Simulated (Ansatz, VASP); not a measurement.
## C: VASP beside Ansatz

INCAR

```
SYSTEM = C
PREC = Accurate
ENCUT = 910
EDIFF = 1E-6
ISMEAR = 0
SIGMA = 0.05
LREAL = .False.
LASPH = .True.
NELM = 120
ALGO = Normal
ISIF = 2
LWAVE = .False.
LCHARG = .False.
GGA = CA
NBANDS = 11
GGA_COMPAT = .False.
```

The input KPOINTS:

```
regular mesh
0
Gamma
  12 12 12
  0 0 0
```

File POSCAR:

```
C
1.0
    0.0000000000      1.8082624785      1.6028438610
    1.8082624785      0.0000000000      1.6028438610
    1.8082624785      1.8082624785      0.0000000000
C
2
Direct
    0.5000000000      0.5000000000      0.5000000000
    0.7500000000      0.7500000000      0.7500000000
```

Input for Ansatz:

```yaml
crystal:
  lattice:
    - [0.0, 1.8082624785, 1.602843861]
    - [1.8082624785, 0.0, 1.602843861]
    - [1.8082624785, 1.8082624785, 0.0]
  atoms:
    - { symbol: C, position: [0.5, 0.5, 0.5] }
    - { symbol: C, position: [0.75, 0.75, 0.75] }
basis:
  ecutwfc: 520.0
kpoints:
  mp_grid: { grid: [12, 12, 12] }
hamiltonian:
  xc: lda
  pseudopotentials: { kind: paw, azcp: { folder: soft_1 } }
scf:
  occupations: { method: gaussian, width: 0.05 }
output:
  forces: true
  stress: true
  eigenvalues: true
```

Alike in both runs: task single point; functional LDA; k mesh 12 × 12 × 12; occupations gaussian, width 0.05 eV; no spin polarisation.

```csv
,VASP,Ansatz
version,VASP 6.6.1,Ansatz 0.2.0
potentials or method,"VASP PAW LDA potentials, release 64 (C_h), cutoff 910 eV","scalar-relativistic, plane waves, PAW"
valence electrons in the cell,8,8
```

|  | VASP | Ansatz | Ansatz less VASP |
| --- | --- | --- | --- |
| gap on the k mesh at the Fermi level (eV) | 1.24 | 1.25 | +0.009 |
| least direct gap on the mesh (eV) | 3.79 | 3.79 | -0.003 |

Ansatz warns that its potentials were made for another functional, while VASP's fit it. LDA's correlation is that of Perdew and Zunger in VASP and of Perdew and Wang (1992) in Ansatz.

Noted on VASP's run: the cutoff is short for stress, so the pressure is rough.
